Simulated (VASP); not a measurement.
Wanted: the native input for a VASP 6.6.1 run.

* Task: single point
* Functional: PBE
* Potentials or basis: VASP PAW PBE potentials, release 64 (Li_sv)
* Cutoff: 520 eV
* k mesh: 14 × 14 × 14
* Occupations: fermi-dirac, width 0.1 eV
* Spin: no spin polarisation
* Dipole correction: no
* Further INCAR settings: ALGO = Normal; EDIFF = 1e-06; NBANDS = 8

The structure of Li lies in POSCAR:

```
Li
1.0
   -1.7154150880      1.7154150880      1.7154150880
    1.7154150880     -1.7154150880      1.7154150880
    1.7154150880      1.7154150880     -1.7154150880
Li
1
Direct
    0.0000000000      0.0000000000      0.0000000000
```

The input as run:

INCAR

```
SYSTEM = Li
PREC = Accurate
ENCUT = 520
EDIFF = 1E-6
ISMEAR = -1
SIGMA = 0.1
LREAL = .False.
LASPH = .True.
NELM = 80
ALGO = Normal
ISIF = 2
LWAVE = .False.
LCHARG = .True.
GGA = PE
LELF = .True.
LVHAR = .True.
NBANDS = 8
```

KPOINTS

```
regular mesh
0
Gamma
  14 14 14
  0 0 0
```

Potentials or basis: VASP PAW PBE potentials, release 64 (Li_sv).

Launch:

```console
$ cat potpaw_PBE.64/Li_sv/POTCAR > POTCAR
$ mpirun -np 1 vasp_std > vasp.out
```

Run time: 5.6 s on 1 thread of Intel(R) Xeon(R) Platinum 8488C (Sapphire Rapids) (shared host), peak memory 0.13 GiB.
